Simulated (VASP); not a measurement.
# CaO (Fm-3m) in VASP: a series of runs, part 2 of 3

VASP 6.6.1. The steps go on from the part before.

## (3) Vibrations by perturbation theory, PBEsol

This run uses another cell than the first one, of 12.58 Å³/atom.

Contents of INCAR:

```
SYSTEM = CaO
PREC = Accurate
ENCUT = 520
EDIFF = 1E-8
ISMEAR = 0
SIGMA = 0.01
LREAL = .False.
LASPH = .True.
NELM = 80
ALGO = Normal
ISIF = 2
LWAVE = .False.
LCHARG = .True.
GGA = PS
NBANDS = 15
IBRION = 8
NSW = 1
```

Contents of KPOINTS:

```
regular mesh
0
Gamma
  8 8 8
  0 0 0
```

Contents of POSCAR:

```
CaO
1.0
    2.3257526053      2.3257526053      0.0000000000
   -2.3257526053      2.3257526053      0.0000000000
    0.0000000000      2.3257526053      2.3257526053
Ca O
1 1
Direct
    0.0000000000      0.0000000000      0.0000000000
    0.5000000000      0.5000000000      0.0000000000
```

Potentials or basis: VASP PAW PBE potentials, release 64 (Ca_sv, O).

Launch:

```sh
$ cat potpaw_PBE.64/Ca_sv/POTCAR potpaw_PBE.64/O/POTCAR > POTCAR
$ mpirun -np 1 vasp_std > vasp.out
```

OUTCAR:

```text
SYSTEM = CaO
   PREC = Accurate
   ENCUT = 520
   EDIFF = 1E-8
   ISMEAR = 0
   LREAL = .False.
   LASPH = .True.
   NELM = 80
   ISIF = 2
   GGA = PS
   IBRION = 8
   NSW = 1

 ion  position               nearest neighbor table
   1  0.000  0.000  0.000-   2 2.33   2 2.33   2 2.33   2 2.33   2 2.33   2 2.33
   2  0.500  0.500  0.000-   1 2.33   1 2.33   1 2.33   1 2.33   1 2.33   1 2.33

  LATTYP: Found a face centered cubic cell.
 ALAT       =     4.6515052106

  Lattice vectors:

 A1 = (   0.0000000000,   2.3257526053,   2.3257526053)
 A2 = (   2.3257526053,   0.0000000000,   2.3257526053)
 A3 = (   2.3257526053,   2.3257526053,   0.0000000000)

Analysis of symmetry for initial positions (statically):
=====================================================================
 Subroutine PRICEL returns:
 Original cell was already a primitive cell.

 Routine SETGRP: Setting up the symmetry group for a
 face centered cubic supercell.

 Subroutine GETGRP returns: Found 48 space group operations
 (whereof 48 operations were pure point group operations)
 out of a pool of 48 trial point group operations.

The static configuration has the point symmetry O_h .

Analysis of symmetry for dynamics (positions and initial velocities):
=====================================================================
 Subroutine PRICEL returns:
 Original cell was already a primitive cell.

 Routine SETGRP: Setting up the symmetry group for a
[... 619 lines left out ...]
      0.00000      2.32575      0.00000         0.000000      0.000000      0.000000
 -----------------------------------------------------------------------------------
    total drift:                                0.000000     -0.000000     -0.000000

  FREE ENERGIE OF THE ION-ELECTRON SYSTEM (eV)
  ---------------------------------------------------
  free  energy   TOTEN  =       -13.3429200501 eV

  energy  without entropy=      -13.3429200501  energy(sigma->0) =      -13.34292005

[... ionic steps 2 to 3 ...]

--------------------------------------- Ionic step        4  -------------------------------------------

------------------------ aborting loop because EDIFF is reached ----------------------------------------

[... ionic steps 5 to 6 ...]

--------------------------------------- Ionic step        7  -------------------------------------------

 Free energy of the ion-electron system (eV)
  ---------------------------------------------------
  ---------------------------------------------------
  free energy    TOTEN  =        -0.36187257 eV

  energy without entropy =       -0.36187257

------------------------ aborting loop because EDIFF is reached ----------------------------------------

 INTERNAL STRAIN TENSOR  FOR ION    2  DIRECTION 1   (eV/Angst):
 -----------------------------------------------------------------------------
    -0.02029 -0.00000 -0.00000
    -0.00000  0.01284  0.00000
    -0.00000  0.00000  0.01284

 INTERNAL STRAIN TENSOR FOR ION    2 for displacements in x,y,z  (eV/Angst):
          X           Y           Z          XY          YZ          ZX
  --------------------------------------------------------------------------------
  x     0.00000     0.00000     0.00000     0.00000     0.00000     0.00000
  y     0.00000     0.00000     0.00000     0.00000     0.00000     0.00000
  z     0.00000     0.00000     0.00000     0.00000     0.00000     0.00000

 SECOND DERIVATIVES (NOT SYMMETRIZED)
 ------------------------------------
               1X          1Y          1Z          2X          2Y          2Z
  1X    -4.652201    0.000000   -0.000000    4.652201   -0.000000    0.000000
  1Y    -0.000000   -4.652201    0.000000    0.000000    4.652201   -0.000000
  1Z    -0.000000   -0.000000   -4.652201    0.000000    0.000000    4.652201
  2X     4.629235   -0.000000    0.000000   -4.629235    0.000000   -0.000000
  2Y     0.000000    4.629235   -0.000000   -0.000000   -4.629235    0.000000
  2Z     0.000000   -0.000000    4.629235   -0.000000    0.000000   -4.629235

 Eigenvectors and eigenvalues of the dynamical matrix
 ----------------------------------------------------

   1 f  =    9.953963 THz    62.542592 2PiTHz  332.028455 cm-1    41.166263 meV
             X         Y         Z           dx          dy          dz
      0.000000  0.000000  0.000000    -0.535096    0.000000    0.000000
      0.000000  2.325753  0.000000     0.844791   -0.000000    0.000000
[... 21 lines left out ...]
   6 f/i=    0.011134 THz     0.069955 2PiTHz    0.371380 cm-1     0.046045 meV
             X         Y         Z           dx          dy          dz
      0.000000  0.000000  0.000000     0.000000   -0.597358   -0.597358
      0.000000  2.325753  0.000000     0.000000   -0.378370   -0.378370

--------------------------------------------------------------------------------------------------------

 ELASTIC MODULI CONTR FROM IONIC RELAXATION (kBar)
 Direction    XX          YY          ZZ          XY          YZ          ZX
 --------------------------------------------------------------------------------
 XX           0.0000      0.0000      0.0000      0.0000      0.0000      0.0000
 YY           0.0000      0.0000      0.0000      0.0000      0.0000      0.0000
 ZZ           0.0000      0.0000      0.0000      0.0000      0.0000      0.0000
 XY           0.0000      0.0000      0.0000      0.0000      0.0000      0.0000
 YZ           0.0000      0.0000      0.0000      0.0000      0.0000      0.0000
 ZX           0.0000      0.0000      0.0000      0.0000      0.0000      0.0000
 --------------------------------------------------------------------------------
```

OSZICAR:

```text
N       E                     dE             d eps       ncg     rms          rms(c)
DAV:   1     0.125911178212E+03    0.12591E+03   -0.82608E+03   870   0.111E+03
DAV:   2    -0.991390635424E+01   -0.13583E+03   -0.12666E+03  1052   0.299E+02
DAV:   3    -0.147773792060E+02   -0.48635E+01   -0.48338E+01  1032   0.588E+01
DAV:   4    -0.148909999279E+02   -0.11362E+00   -0.11353E+00  1167   0.815E+00
[... 57 lines left out ...]
RMM:  11    -0.361872541838E+00    0.10153E-06    0.12167E-06  3755   0.220E-04    0.288E-06
RMM:  12    -0.361872592243E+00   -0.50406E-07    0.43614E-07  3946   0.119E-04    0.168E-06
RMM:  13    -0.361872567928E+00    0.24316E-07    0.86644E-08  3861   0.761E-05    0.764E-07
RMM:  14    -0.361872578772E+00   -0.10844E-07    0.63003E-08  3703   0.551E-05    0.583E-07
RMM:  15    -0.361872571533E+00    0.72390E-08   -0.27672E-08  3244   0.464E-05    0.160E-07
 Linear response finished
```

It took 46 s on 1 thread of Intel Xeon 6975P-C (Granite Rapids), shared host; peak memory 0.19 GiB.

Results:

* Highest phonon frequency at Γ, LO-TO splitting left out: 332 cm⁻¹

Phonon frequencies in cm⁻¹ (negative: imaginary):
| q point | frequencies |
| --- | --- |
| (0.000, 0.000, 0.000) | 0 0 0 332 332 332 |

Caveat: the cell stands under pressure or tension, which shifts response properties; the PAW data sets were made with another functional, which shifts forces and pressure a little.

## (4) Vibrations by perturbation theory, PBEsol

This run uses another cell than the first one, of 12.83 Å³/atom.

Contents of INCAR:

```
SYSTEM = CaO
PREC     = Accurate       ! precision mode
ENCUT    = 520            ! plane-wave cutoff, eV
EDIFF    = 1E-8           ! SCF threshold, eV
ISMEAR   = 0              ! smearing method
SIGMA    = 0.01           ! smearing width, eV
LREAL    = .FALSE.        ! projectors in reciprocal space
LASPH    = .TRUE.         ! aspherical terms in the spheres
NELM     = 60             ! most SCF steps
ALGO     = Normal         ! electronic algorithm
ISIF     = 2              ! what is computed and relaxed
LWAVE    = .FALSE.        ! write WAVECAR
LCHARG   = .FALSE.        ! write CHGCAR
GGA      = PS             ! functional
IBRION   = 8              ! ionic algorithm
NSW      = 1              ! ionic steps
```

Contents of KPOINTS:

```
regular mesh
0
G
  8 8 8
  0 0 0
```

Contents of POSCAR:

```
CaO
1.0
    2.3411525506      2.3411525506      0.0000000000
   -2.3411525506      2.3411525506      0.0000000000
    0.0000000000      2.3411525506      2.3411525506
Ca O
1 1
Direct
    0.0000000000      0.0000000000      0.0000000000
    0.5000000000      0.5000000000      0.0000000000
```

Potentials or basis: VASP PAW PBE potentials, release 64 (Ca_sv, O).

Launch:

```sh
$ cat potpaw_PBE.64/Ca_sv/POTCAR potpaw_PBE.64/O/POTCAR > POTCAR
$ mpirun -np 1 vasp_std > vasp.out
```

OUTCAR:

```text
SYSTEM = CaO
   PREC = Accurate
   ENCUT = 520
   EDIFF = 1E-8
   ISMEAR = 0
   LREAL = .FALSE.
   LASPH = .TRUE.
   NELM = 60
   ISIF = 2
   GGA = PS
   IBRION = 8
   NSW = 1

 ion  position               nearest neighbor table
   1  0.000  0.000  0.000-   2 2.34   2 2.34   2 2.34   2 2.34   2 2.34   2 2.34
   2  0.500  0.500  0.000-   1 2.34   1 2.34   1 2.34   1 2.34   1 2.34   1 2.34

  LATTYP: Found a face centered cubic cell.
 ALAT       =     4.6823051012

  Lattice vectors:

 A1 = (   0.0000000000,   2.3411525506,   2.3411525506)
 A2 = (   2.3411525506,   0.0000000000,   2.3411525506)
 A3 = (   2.3411525506,   2.3411525506,   0.0000000000)

Analysis of symmetry for initial positions (statically):
=====================================================================
 Subroutine PRICEL returns:
 Original cell was already a primitive cell.

 Routine SETGRP: Setting up the symmetry group for a
 face centered cubic supercell.

 Subroutine GETGRP returns: Found 48 space group operations
 (whereof 48 operations were pure point group operations)
 out of a pool of 48 trial point group operations.

The static configuration has the point symmetry O_h .

Analysis of symmetry for dynamics (positions and initial velocities):
=====================================================================
 Subroutine PRICEL returns:
 Original cell was already a primitive cell.

 Routine SETGRP: Setting up the symmetry group for a
 face centered cubic supercell.

 Subroutine GETGRP returns: Found 48 space group operations
 (whereof 48 operations were pure point group operations)
[... 546 lines left out ...]
    total drift:                               -0.000000      0.000000     -0.000000

  FREE ENERGIE OF THE ION-ELECTRON SYSTEM (eV)
  ---------------------------------------------------
  free  energy   TOTEN  =       -13.3728554409 eV

  energy  without entropy=      -13.3728554409  energy(sigma->0) =      -13.37285544

[... ionic steps 2 to 3 ...]

--------------------------------------- Ionic step        4  -------------------------------------------

------------------------ aborting loop because EDIFF is reached ----------------------------------------

[... ionic steps 5 to 6 ...]

--------------------------------------- Ionic step        7  -------------------------------------------

 Free energy of the ion-electron system (eV)
  ---------------------------------------------------
  ---------------------------------------------------
  free energy    TOTEN  =        -0.36196241 eV

  energy without entropy =       -0.36196241

------------------------ aborting loop because EDIFF is reached ----------------------------------------

 INTERNAL STRAIN TENSOR  FOR ION    2  DIRECTION 1   (eV/Angst):
 -----------------------------------------------------------------------------
    -0.01889  0.00000  0.00000
     0.00000  0.01212 -0.00000
    -0.00000 -0.00000  0.01212

 INTERNAL STRAIN TENSOR FOR ION    2 for displacements in x,y,z  (eV/Angst):
          X           Y           Z          XY          YZ          ZX
  --------------------------------------------------------------------------------
  x     0.00000     0.00000     0.00000     0.00000     0.00000     0.00000
  y     0.00000     0.00000     0.00000     0.00000     0.00000     0.00000
  z     0.00000     0.00000     0.00000     0.00000     0.00000     0.00000

 SECOND DERIVATIVES (NOT SYMMETRIZED)
 ------------------------------------
               1X          1Y          1Z          2X          2Y          2Z
  1X    -4.310570    0.000000    0.000000    4.310570    0.000000    0.000000
  1Y     0.000000   -4.310570    0.000000    0.000000    4.310570    0.000000
  1Z     0.000000    0.000000   -4.310570    0.000000    0.000000    4.310570
  2X     4.265243    0.000000    0.000000   -4.265243    0.000000    0.000000
  2Y     0.000000    4.265243    0.000000    0.000000   -4.265243    0.000000
  2Z     0.000000    0.000000    4.265243    0.000000    0.000000   -4.265243

 Eigenvectors and eigenvalues of the dynamical matrix
 ----------------------------------------------------

   1 f  =    9.562348 THz    60.082003 2PiTHz  318.965586 cm-1    39.546675 meV
             X         Y         Z           dx          dy          dz
      0.000000  0.000000  0.000000    -0.536171    0.000000    0.000000
      0.000000  2.341153  0.000000     0.844109    0.000000    0.000000
[... 21 lines left out ...]
   6 f/i=    0.022874 THz     0.143725 2PiTHz    0.763011 cm-1     0.094601 meV
             X         Y         Z           dx          dy          dz
      0.000000  0.000000  0.000000     0.000000    0.000000    0.844109
      0.000000  2.341153  0.000000     0.000000    0.000000    0.536171

--------------------------------------------------------------------------------------------------------

 ELASTIC MODULI CONTR FROM IONIC RELAXATION (kBar)
 Direction    XX          YY          ZZ          XY          YZ          ZX
 --------------------------------------------------------------------------------
 XX           0.0000      0.0000      0.0000      0.0000      0.0000      0.0000
 YY           0.0000      0.0000      0.0000      0.0000      0.0000      0.0000
 ZZ           0.0000      0.0000      0.0000      0.0000      0.0000      0.0000
 XY           0.0000      0.0000      0.0000      0.0000      0.0000      0.0000
 YZ           0.0000      0.0000      0.0000      0.0000      0.0000      0.0000
 ZX           0.0000      0.0000      0.0000      0.0000      0.0000      0.0000
 --------------------------------------------------------------------------------
```

It took 61 s on 1 thread of Intel Xeon 6975P-C (Granite Rapids), shared host; peak memory 0.21 GiB.

What came out:

```
Highest phonon frequency at Γ, LO-TO splitting left out : 319 cm⁻¹
```

Phonon frequencies in cm⁻¹ (negative: imaginary):
```csv
q point,frequencies
"(0.000, 0.000, 0.000)",-1 -1 -1 319 319 319
```

Caveat: the cell stands under pressure or tension, which shifts response properties; the PAW data sets were made with another functional, which shifts forces and pressure a little.

## (5) Vibrations by perturbation theory, PBEsol

This run uses another cell than the first one, of 13.32 Å³/atom.

Contents of INCAR:

```
PREC = Accurate ; ENCUT = 520
EDIFF = 1E-8 ; ISMEAR = 0
SIGMA = 0.01 ; LREAL = F
LASPH = T ; NELM = 80
ALGO = Normal ; ISIF = 2
LWAVE = F ; LCHARG = F
GGA = PS ; NBANDS = 15
IBRION = 8 ; NSW = 1
```

Contents of KPOINTS:

```
regular mesh
0
Gamma
  8 8 8
```

Contents of POSCAR:

```
CaO
1.0
    2.3703348678      2.3703348678      0.0000000000
   -2.3703348678      2.3703348678      0.0000000000
    0.0000000000      2.3703348678      2.3703348678
Ca O
1 1
Direct
    0.0000000000      0.0000000000      0.0000000000
    0.5000000000      0.5000000000      0.0000000000
```

Potentials or basis: VASP PAW PBE potentials, release 64 (Ca_sv, O).

Launch:

```sh
$ cat potpaw_PBE.64/Ca_sv/POTCAR potpaw_PBE.64/O/POTCAR > POTCAR
$ mpirun -np 1 vasp_std > vasp.out
```

OUTCAR:

```text
PREC = Accurate
   ENCUT = 520
   EDIFF = 1E-8
   ISMEAR = 0
   LREAL = F
   LASPH = T
   NELM = 80
   ISIF = 2
   GGA = PS
   IBRION = 8
   NSW = 1

 ion  position               nearest neighbor table
   1  0.000  0.000  0.000-   2 2.37   2 2.37   2 2.37   2 2.37   2 2.37   2 2.37
   2  0.500  0.500  0.000-   1 2.37   1 2.37   1 2.37   1 2.37   1 2.37   1 2.37

  LATTYP: Found a face centered cubic cell.
 ALAT       =     4.7406697356

  Lattice vectors:

 A1 = (   0.0000000000,   2.3703348678,   2.3703348678)
 A2 = (   2.3703348678,   0.0000000000,   2.3703348678)
 A3 = (   2.3703348678,   2.3703348678,   0.0000000000)

Analysis of symmetry for initial positions (statically):
=====================================================================
 Subroutine PRICEL returns:
 Original cell was already a primitive cell.

 Routine SETGRP: Setting up the symmetry group for a
 face centered cubic supercell.

[... 660 lines left out ...]

 INTERNAL STRAIN TENSOR  FOR ION    2  DIRECTION 1   (eV/Angst):
 -----------------------------------------------------------------------------
    -0.01830  0.00000  0.00000
     0.00000  0.01168 -0.00000
     0.00000 -0.00000  0.01168

 INTERNAL STRAIN TENSOR FOR ION    2 for displacements in x,y,z  (eV/Angst):
          X           Y           Z          XY          YZ          ZX
  --------------------------------------------------------------------------------
  x     0.00000     0.00000     0.00000     0.00000     0.00000     0.00000
  y     0.00000     0.00000     0.00000     0.00000     0.00000     0.00000
  z     0.00000     0.00000     0.00000     0.00000     0.00000     0.00000

 SECOND DERIVATIVES (NOT SYMMETRIZED)
 ------------------------------------
               1X          1Y          1Z          2X          2Y          2Z
  1X    -3.577757   -0.000000    0.000000    3.577757    0.000000   -0.000000
  1Y     0.000000   -3.577757   -0.000000   -0.000000    3.577757    0.000000
  1Z     0.000000    0.000000   -3.577757   -0.000000   -0.000000    3.577757
  2X     3.573964    0.000000    0.000000   -3.573964    0.000000    0.000000
  2Y     0.000000    3.573964    0.000000    0.000000   -3.573964    0.000000
  2Z     0.000000    0.000000    3.573964    0.000000    0.000000   -3.573964

 Eigenvectors and eigenvalues of the dynamical matrix
 ----------------------------------------------------

   1 f  =    8.741276 THz    54.923056 2PiTHz  291.577578 cm-1    36.150996 meV
             X         Y         Z           dx          dy          dz
      0.000000  0.000000  0.000000     0.000000    0.534353   -0.000000
      0.000000  2.370335  0.000000     0.000000   -0.845261   -0.000000
[... 21 lines left out ...]
   6 f/i=    0.002094 THz     0.013157 2PiTHz    0.069850 cm-1     0.008660 meV
             X         Y         Z           dx          dy          dz
      0.000000  0.000000  0.000000    -0.769561   -0.207649    0.281291
      0.000000  2.370335  0.000000    -0.486497   -0.131270    0.177825

--------------------------------------------------------------------------------------------------------

 ELASTIC MODULI CONTR FROM IONIC RELAXATION (kBar)
 Direction    XX          YY          ZZ          XY          YZ          ZX
 --------------------------------------------------------------------------------
 XX           0.0000      0.0000      0.0000      0.0000      0.0000      0.0000
 YY           0.0000      0.0000      0.0000      0.0000      0.0000      0.0000
 ZZ           0.0000      0.0000      0.0000      0.0000      0.0000      0.0000
 XY           0.0000      0.0000      0.0000      0.0000      0.0000      0.0000
 YZ           0.0000      0.0000      0.0000      0.0000      0.0000      0.0000
 ZX           0.0000      0.0000      0.0000      0.0000      0.0000      0.0000
 --------------------------------------------------------------------------------
```

OSZICAR:

```text
N       E                     dE             d eps       ncg     rms          rms(c)
DAV:   1     0.124685149237E+03    0.12469E+03   -0.83879E+03   870   0.109E+03
DAV:   2    -0.983016920268E+01   -0.13452E+03   -0.12557E+03  1081   0.291E+02
DAV:   3    -0.148077598970E+02   -0.49776E+01   -0.49468E+01  1081   0.592E+01
DAV:   4    -0.149302907678E+02   -0.12253E+00   -0.12250E+00  1131   0.847E+00
[... 50 lines left out ...]
RMM:  10    -0.361935416098E+00   -0.12806E-06    0.21616E-07  3858   0.368E-04    0.212E-05
RMM:  11    -0.361935275544E+00    0.14055E-06    0.29740E-07  3707   0.179E-04    0.755E-06
RMM:  12    -0.361935374168E+00   -0.98623E-07    0.21074E-07  3794   0.812E-05    0.296E-06
RMM:  13    -0.361935368770E+00    0.53977E-08    0.19447E-07  3899   0.402E-05    0.269E-06
RMM:  14    -0.361935366323E+00    0.24472E-08    0.87809E-09  3688   0.210E-05    0.397E-06
 Linear response finished
```

Run time: 71 s. Hardware: 1 thread of Intel Xeon 6975P-C (Granite Rapids), shared host; peak memory 0.22 GiB.

What came out:

```yaml
Highest_phonon_frequency_at_Γ_LO-TO_splitting_left_out: 292 cm⁻¹
```

Phonon frequencies in cm⁻¹ (negative: imaginary):
| q point | frequencies |
| --- | --- |
| (0.000, 0.000, 0.000) | 0 0 0 292 292 292 |

Caveat: the cell stands under pressure or tension, which shifts response properties; the PAW data sets were made with another functional, which shifts forces and pressure a little.

(Part 2 of 3 ends here.)
